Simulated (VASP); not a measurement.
A run of VASP 6.6.1:

The input POSCAR:

```
PtSe2
1.0
    3.7547782553      0.0000000000      0.0000000000
   -1.8773891276      3.2517337542      0.0000000000
    0.0000000000      0.0000000000      5.1038366080
Pt Se
1 2
Direct
    0.0000000000      0.0000000000      0.0000000000
    0.3333333333      0.6666666667      0.2500000000
    0.6666666667      0.3333333333      0.7500000000
```

File INCAR.step1:

```
SYSTEM = PtSe2
PREC = Accurate ; ENCUT = 520
ISMEAR = -1 ; SIGMA = 0.1
LREAL = .FALSE. ; LASPH = .TRUE.
NELM = 80 ; NBANDS = 18
GGA = PE ; ALGO = Normal
EDIFF = 1E-4 ; LWAVE = .TRUE.
LCHARG = .FALSE.
```

INCAR.step2

```
SYSTEM = PtSe2
PREC = Accurate ; ENCUT = 520
EDIFF = 1E-6 ; ISMEAR = -1
SIGMA = 0.1 ; LREAL = .FALSE.
LASPH = .TRUE. ; NELM = 80
ALGO = Normal ; ISIF = 2
LWAVE = .FALSE. ; LCHARG = .FALSE.
METAGGA = R2SCAN ; LMIXTAU = .TRUE.
NBANDS = 18 ; ISTART = 1
```

Contents of KPOINTS:

```
Automatic mesh
0
G
  9 9 6
  0 0 0
```

Potentials or basis: VASP PAW PBE potentials, release 64 (Pt, Se).

The run is started by

```bash
$ cat potpaw_PBE.64/Pt/POTCAR potpaw_PBE.64/Se/POTCAR > POTCAR
$ cp INCAR.step1 INCAR
$ mpirun -np 1 vasp_std > vasp.out
$ cp INCAR.step2 INCAR
$ mpirun -np 1 vasp_std > vasp.out
```

Hardware: 1 thread of Intel Xeon 8259CL (shared host).

Q: How long does it take, and how much memory?

A: Run time: 5.8 min on 1 thread of Intel Xeon 8259CL (shared host), peak memory 0.23 GiB. Counts: k points 62.
